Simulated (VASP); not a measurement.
# SbMo (P6_3/mmc) in VASP: further runs, part 2 of 2

VASP 6.6.1. Earlier steps stand in the parts before.

### 4 Single point, PBE (volume scaled by 1.040)

INCAR

```
SYSTEM = SbMo
ALGO = Normal ; EDIFF = 1E-7
ENCUT = 520 ; GGA = PE
ISIF = 2 ; ISMEAR = 0
LASPH = .TRUE. ; LCHARG = .TRUE.
LELF = .TRUE. ; LREAL = .FALSE.
LVHAR = .TRUE. ; LWAVE = .FALSE.
NBANDS = 27 ; NELM = 60
PREC = Accurate ; SIGMA = 0.05
```

KPOINTS

```
k-points
0
G
  10 10 6
  0 0 0
```

POSCAR

```
SbMo
1.0
    4.4321243902      0.0000000000      0.0000000000
   -2.2160621951      3.8383323146      0.0000000000
    0.0000000000      0.0000000000      5.2823684353
Mo Sb
2 2
Direct
    0.0000000000      0.0000000000      0.0000000000
    0.0000000000      0.0000000000      0.5000000000
    0.3333333333      0.6666666667      0.2500000000
    0.6666666667      0.3333333333      0.7500000000
```

Potentials or basis: VASP PAW PBE potentials, release 64 (Mo_sv, Sb).

Command:

```bash
cat potpaw_PBE.64/Mo_sv/POTCAR potpaw_PBE.64/Sb/POTCAR > POTCAR
mpirun -np 1 vasp_std > vasp.out
```

OUTCAR:

```text
SYSTEM = SbMo
   EDIFF = 1E-7
   ENCUT = 520
   GGA = PE
   ISIF = 2
   ISMEAR = 0
   LASPH = .TRUE.
   LREAL = .FALSE.
   NELM = 60
   PREC = Accurate

 ion  position               nearest neighbor table
   1  0.000  0.000  0.000-   2 2.64   2 2.64   4 2.88   3 2.88   3 2.88   4 2.88   4 2.88   3 2.88

   2  0.000  0.000  0.500-   1 2.64   1 2.64   4 2.88   3 2.88   3 2.88   4 2.88   4 2.88   3 2.88

   3  0.333  0.667  0.250-   1 2.88   2 2.88   1 2.88   2 2.88   1 2.88   2 2.88   4 3.68   4 3.68
                             4 3.68   4 3.68   4 3.68   4 3.68
   4  0.667  0.333  0.750-   1 2.88   2 2.88   1 2.88   2 2.88   1 2.88   2 2.88   3 3.68   3 3.68
                             3 3.68   3 3.68   3 3.68   3 3.68

  LATTYP: Found a hexagonal cell.
 ALAT       =     4.4321243902
 C/A-ratio  =     1.1918366838

  Lattice vectors:

 A1 = (   4.4321243902,   0.0000000000,   0.0000000000)
 A2 = (  -2.2160621951,   3.8383323146,   0.0000000000)
 A3 = (   0.0000000000,   0.0000000000,   5.2823684353)

Analysis of symmetry for initial positions (statically):
[... 172 lines left out ...]
 Free energy of the ion-electron system (eV)
  ---------------------------------------------------
  ext. energy  EPLUGINS =         0.00000000
  ---------------------------------------------------
  free energy    TOTEN  =       -28.89343020 eV

  energy without entropy =      -28.88963298  energy(sigma->0) =      -28.89153159

 E-fermi :   8.7346     XC(G=0): -11.0286

 val. band max:        8.7329909795   @ k =   0.5000  -0.0000   0.5000
 cond. band min:       8.7460404859   @ k =   0.2000  -0.0000   0.1667
 fundamental gap:      0.0130495064
 Fermi energy:         8.7346319268

 k-point     1 :       0.0000    0.0000    0.0000
  band No.  band energies     occupation
      1     -51.9601      2.00000
      2     -51.7981      2.00000
      3     -26.6353      2.00000
      4     -26.0602      2.00000
      5     -26.0602      2.00000
      6     -25.9082      2.00000
[... 709 lines left out ...]
     26      13.4973      0.00000
     27      14.7832      0.00000

 [... further k-points ...]
[... 5 lines left out ...]
  --------------------------------------------------------------------------------------
  -------------------------------------------------------------------------------------
  Total       -2.5758609     -2.5758609     -2.4982461      0.0000000      0.0000000      0.0000000
  in kB      -45.9250654    -45.9250654    -44.5412707      0.0000000      0.0000000      0.0000000
  external PRESSURE =     -45.4638005 kB  Pullay stress =       0.0000000 kB

 VOLUME and BASIS-vectors are now :
 -----------------------------------------------------------------------------
  energy-cutoff  :      520.00
  volume of cell :       89.86
      direct lattice vectors                 reciprocal lattice vectors
     4.432124390  0.000000000  0.000000000     0.225625436  0.130264906  0.000000000
    -2.216062195  3.838332315  0.000000000     0.000000000  0.260529813  0.000000000
     0.000000000  0.000000000  5.282368435     0.000000000  0.000000000  0.189309022

 POSITION                                       TOTAL-FORCE (eV/Angst)
 -----------------------------------------------------------------------------------
      0.00000      0.00000      0.00000         0.000000      0.000000      0.000000
      0.00000      0.00000      2.64118        -0.000000      0.000000      0.000000
     -0.00000      2.55889      1.32059         0.000000      0.000000      0.000000
      2.21606      1.27944      3.96178        -0.000000     -0.000000     -0.000000
 -----------------------------------------------------------------------------------
    total drift:                               -0.000000      0.000000     -0.000000

  FREE ENERGIE OF THE ION-ELECTRON SYSTEM (eV)
  ---------------------------------------------------
  free  energy   TOTEN  =       -28.8934301997 eV

  energy  without entropy=      -28.8896329762  energy(sigma->0) =      -28.89153159
```

OSZICAR:

```text
N       E                     dE             d eps       ncg     rms          rms(c)
DAV:   1     0.318135737543E+03    0.31814E+03   -0.19497E+04  3384   0.130E+03
DAV:   2    -0.176626800497E+02   -0.33580E+03   -0.32847E+03  3733   0.357E+02
DAV:   3    -0.295984318947E+02   -0.11936E+02   -0.11613E+02  3781   0.626E+01
DAV:   4    -0.298020191250E+02   -0.20359E+00   -0.20285E+00  3806   0.874E+00
DAV:   5    -0.298043718919E+02   -0.23528E-02   -0.23523E-02  3523   0.915E-01    0.147E+01
DAV:   6    -0.290619472991E+02    0.74242E+00   -0.38788E+00  3286   0.121E+01    0.387E+00
DAV:   7    -0.289258450746E+02    0.13610E+00   -0.48169E-01  3266   0.372E+00    0.323E+00
DAV:   8    -0.288934093375E+02    0.32436E-01   -0.11830E-01  3294   0.212E+00    0.478E-01
DAV:   9    -0.288932836749E+02    0.12566E-03   -0.47873E-03  4023   0.405E-01    0.204E-01
DAV:  10    -0.288933991413E+02   -0.11547E-03   -0.10800E-03  3251   0.234E-01    0.436E-02
DAV:  11    -0.288934307633E+02   -0.31622E-04   -0.88418E-05  3297   0.619E-02    0.133E-02
DAV:  12    -0.288934306929E+02    0.70402E-07   -0.17203E-05  3422   0.229E-02    0.452E-03
DAV:  13    -0.288934302312E+02    0.46177E-06   -0.21869E-06  2977   0.653E-03    0.358E-03
DAV:  14    -0.288934301997E+02    0.31504E-07   -0.19394E-07  2589   0.303E-03
   1 F= -.28893430E+02 E0= -.28891532E+02  d E =-.379722E-02
```

It took 3.9 min on 1 thread of AMD EPYC 7R43 (Zen 3), shared host; peak memory 0.24 GiB.

Results:

| Quantity | Value |
| --- | --- |
| Free energy | -28.8934 eV |
| Pressure | -4.5 GPa |
| Band gap on the k mesh | zero (band 19 reaches 9.49 eV, above the bottom of band 20 at 8.13 eV) |

Stress tensor (GPa, compression positive):
```
-4.59  0.00  0.00
 0.00 -4.59  0.00
 0.00  0.00 -4.45
```

Caveat: spin-orbit coupling is left out, which moves the levels of the heavy elements.

### 5 Single point, PBE (volume scaled by 1.070)

INCAR

```
SYSTEM = SbMo
ALGO = Normal ; EDIFF = 1E-6
ENCUT = 520 ; GGA = PE
ISIF = 2 ; ISMEAR = 0
LASPH = .TRUE. ; LCHARG = .FALSE.
LREAL = .FALSE. ; LWAVE = .FALSE.
NBANDS = 27 ; NELM = 60
PREC = Accurate ; SIGMA = 0.05
```

KPOINTS is that of step 4.

POSCAR

```
SbMo
1.0
    4.4864595854      0.0000000000      0.0000000000
   -2.2432297927      3.8853879740      0.0000000000
    0.0000000000      0.0000000000      5.3039019742
Mo Sb
2 2
Direct
    0.0000000000      0.0000000000      0.0000000000
    0.0000000000      0.0000000000      0.5000000000
    0.3333333333      0.6666666667      0.2500000000
    0.6666666667      0.3333333333      0.7500000000
```

Command:

```bash
cat potpaw_PBE.64/Mo_sv/POTCAR potpaw_PBE.64/Sb/POTCAR > POTCAR
mpirun -np 1 vasp_std > vasp.out
```

It took 3.9 min on 1 thread of AMD EPYC 7R43 (Zen 3), shared host; peak memory 0.25 GiB.

It converged, with:

```
Free energy            : -28.7964 eV
Pressure               : -7.4 GPa
Band gap on the k mesh : zero (band 19 reaches 9.10 eV, above the bottom of band 20 at 7.79 eV)
```

Stress tensor (GPa, compression positive):
```
-7.41  0.00  0.00
 0.00 -7.41  0.00
 0.00  0.00 -7.30
```

Levels at points of the mesh, in eV from the Fermi level:
```tsv
k point	band 17	band 18	band 19	band 20	band 21	band 22
(0.00, 0.00, 0.00)	-0.17	-0.17	0.51	0.51	2.30	2.30
(0.50, 0.00, 0.00)	-1.40	-1.05	-0.62	0.47	0.95	1.54
(0.00, 0.00, 0.50)	-0.57	-0.57	-0.57	-0.57	0.48	0.48
(0.50, 0.00, 0.50)	-0.19	-0.19	0.00	0.00	0.07	0.07
```

Caveat: spin-orbit coupling is left out, which moves the levels of the heavy elements.

### 6 Single point, PBE (volume scaled by 1.100)

INCAR

```
PREC     = Accurate       # precision mode
ENCUT    = 520            # plane-wave cutoff, eV
EDIFF    = 1E-6           # SCF threshold, eV
ISMEAR   = 0              # smearing method
SIGMA    = 0.05           # smearing width, eV
LREAL    = False          # projectors in reciprocal space
LASPH    = True           # aspherical terms in the spheres
NELM     = 80             # most SCF steps
ALGO     = Normal         # electronic algorithm
ISIF     = 2              # what is computed and relaxed
LWAVE    = False          # write WAVECAR
LCHARG   = False          # write CHGCAR
GGA      = PE             # functional
NBANDS   = 27             # bands
```

KPOINTS

```
regular mesh
0
Gamma
  10 10 6
```

POSCAR

```
SbMo
1.0
    4.5403413296      0.0000000000      0.0000000000
   -2.2701706648      3.9320509332      0.0000000000
    0.0000000000      0.0000000000      5.3239615474
Mo Sb
2 2
Direct
    0.0000000000      0.0000000000      0.0000000000
    0.0000000000      0.0000000000      0.5000000000
    0.3333333333      0.6666666667      0.2500000000
    0.6666666667      0.3333333333      0.7500000000
```

Potentials or basis: VASP PAW PBE potentials, release 64 (Mo_sv, Sb).

Command:

```bash
cat potpaw_PBE.64/Mo_sv/POTCAR potpaw_PBE.64/Sb/POTCAR > POTCAR
mpirun -np 1 vasp_std > vasp.out
```

OUTCAR:

```text
PREC = Accurate
   ENCUT = 520
   EDIFF = 1E-6
   ISMEAR = 0
   LREAL = False
   LASPH = True
   NELM = 80
   ISIF = 2
   GGA = PE

 ion  position               nearest neighbor table
   1  0.000  0.000  0.000-   2 2.66   2 2.66   4 2.94   3 2.94   3 2.94   4 2.94   4 2.94   3 2.94

   2  0.000  0.000  0.500-   1 2.66   1 2.66   4 2.94   3 2.94   3 2.94   4 2.94   4 2.94   3 2.94

   3  0.333  0.667  0.250-   1 2.94   2 2.94   1 2.94   2 2.94   1 2.94   2 2.94   4 3.74   4 3.74
                             4 3.74   4 3.74   4 3.74   4 3.74
   4  0.667  0.333  0.750-   1 2.94   2 2.94   1 2.94   2 2.94   1 2.94   2 2.94   3 3.74   3 3.74
                             3 3.74   3 3.74   3 3.74   3 3.74

  LATTYP: Found a hexagonal cell.
 ALAT       =     4.5403413296
 C/A-ratio  =     1.1725905964

  Lattice vectors:

 A1 = (   4.5403413296,   0.0000000000,   0.0000000000)
 A2 = (  -2.2701706648,   3.9320509332,   0.0000000000)
 A3 = (   0.0000000000,   0.0000000000,   5.3239615474)

Analysis of symmetry for initial positions (statically):
[... 173 lines left out ...]
  ---------------------------------------------------
  ext. energy  EPLUGINS =         0.00000000
  ---------------------------------------------------
  free energy    TOTEN  =       -28.65757439 eV

  energy without entropy =      -28.65372626  energy(sigma->0) =      -28.65565033

 E-fermi :   8.0207     XC(G=0): -10.7591

 val. band max:        8.0014699637   @ k =   0.4000   0.1000   0.5000
 cond. band min:       8.0219795960   @ k =   0.1000   0.1000   0.3333
 fundamental gap:      0.0205096323
 Fermi energy:         8.0207450257

 k-point     1 :       0.0000    0.0000    0.0000
  band No.  band energies     occupation
      1     -52.7278      2.00000
      2     -52.5805      2.00000
      3     -27.3330      2.00000
      4     -26.8152      2.00000
      5     -26.8152      2.00000
      6     -26.6764      2.00000
[... 709 lines left out ...]
     26      12.5194      0.00000
     27      13.7644      0.00000

 [... further k-points ...]
[... 5 lines left out ...]
  --------------------------------------------------------------------------------------
  -------------------------------------------------------------------------------------
  Total       -5.7960745     -5.7960745     -5.7454655     -0.0000000      0.0000000      0.0000000
  in kB      -97.7016715    -97.7016715    -96.8485797     -0.0000000      0.0000000      0.0000000
  external PRESSURE =     -97.4173076 kB  Pullay stress =       0.0000000 kB

 VOLUME and BASIS-vectors are now :
 -----------------------------------------------------------------------------
  energy-cutoff  :      520.00
  volume of cell :       95.05
      direct lattice vectors                 reciprocal lattice vectors
     4.540341330  0.000000000  0.000000000     0.220247758  0.127160103  0.000000000
    -2.270170665  3.932050933  0.000000000     0.000000000  0.254320205  0.000000000
     0.000000000  0.000000000  5.323961547     0.000000000  0.000000000  0.187830057

 POSITION                                       TOTAL-FORCE (eV/Angst)
 -----------------------------------------------------------------------------------
      0.00000      0.00000      0.00000        -0.000000      0.000000      0.000000
      0.00000      0.00000      2.66198        -0.000000      0.000000      0.000000
     -0.00000      2.62137      1.33099         0.000000      0.000000     -0.000000
      2.27017      1.31068      3.99297        -0.000000     -0.000000     -0.000000
 -----------------------------------------------------------------------------------
    total drift:                               -0.000000      0.000000     -0.000000

  FREE ENERGIE OF THE ION-ELECTRON SYSTEM (eV)
  ---------------------------------------------------
  free  energy   TOTEN  =       -28.6575743936 eV

  energy  without entropy=      -28.6537262586  energy(sigma->0) =      -28.65565033
```

stdout:

```text
POSCAR found type information on POSCAR MoSb
 POSCAR found :  2 types and       4 ions
 scaLAPACK will be used
 LDA part: xc-table for (Slater+PW92), standard interpolation
 POSCAR, INCAR and KPOINTS ok, starting setup
 FFT: planning ... GRIDC
 FFT: planning ... GRID_SOFT
 FFT: planning ... GRID
 WAVECAR not read
 entering main loop
```

Run time: 3 min. Hardware: 1 thread of AMD EPYC 7R43 (Zen 3), shared host; peak memory 0.25 GiB.

What came out:

```yaml
Free_energy: -28.6576 eV
Pressure: -9.7 GPa
Band_gap_on_the_k_mesh: zero (band 19 reaches 8.72 eV, above the bottom of band 20 at 7.48 eV)
```

Caveat: spin-orbit coupling is left out, which moves the levels of the heavy elements.

### 7 Overview

| level | potentials or basis | cell | gap on the mesh (eV) | pressure (GPa) |
| --- | --- | --- | --- | --- |
| LDA | VASP PAW LDA potentials, release 64 (Mo_sv, Sb) | a = 4.358, b = 4.358, c = 5.253 Å, angles 90.0, 90.0, 120.0°, 4 atoms | none | -6.9 |
| PBE | VASP PAW PBE potentials, release 64 (Mo_sv, Sb) | a = 4.396, b = 4.396, c = 5.266 Å, angles 90.0, 90.0, 120.0°, 4 atoms | none | -2.4 |
| PBE | VASP PAW PBE potentials, release 64 (Mo_sv, Sb) | a = 4.432, b = 4.432, c = 5.282 Å, angles 90.0, 90.0, 120.0°, 4 atoms | none | -4.5 |
| PBE | VASP PAW PBE potentials, release 64 (Mo_sv, Sb) | a = 4.486, b = 4.486, c = 5.304 Å, angles 90.0, 90.0, 120.0°, 4 atoms | none | -7.4 |
| PBE | VASP PAW PBE potentials, release 64 (Mo_sv, Sb) | a = 4.540, b = 4.540, c = 5.324 Å, angles 90.0, 90.0, 120.0°, 4 atoms | none | -9.7 |

Alike in all rows: task single point; no spin polarisation; k mesh 10 × 10 × 6; cutoff (eV) 520; smearing gaussian 0.05 eV.

Caveats: spin-orbit coupling is left out, which moves the levels of the heavy elements.

Total energies depend on the potentials used, so only differences within one code and one set of settings carry meaning.
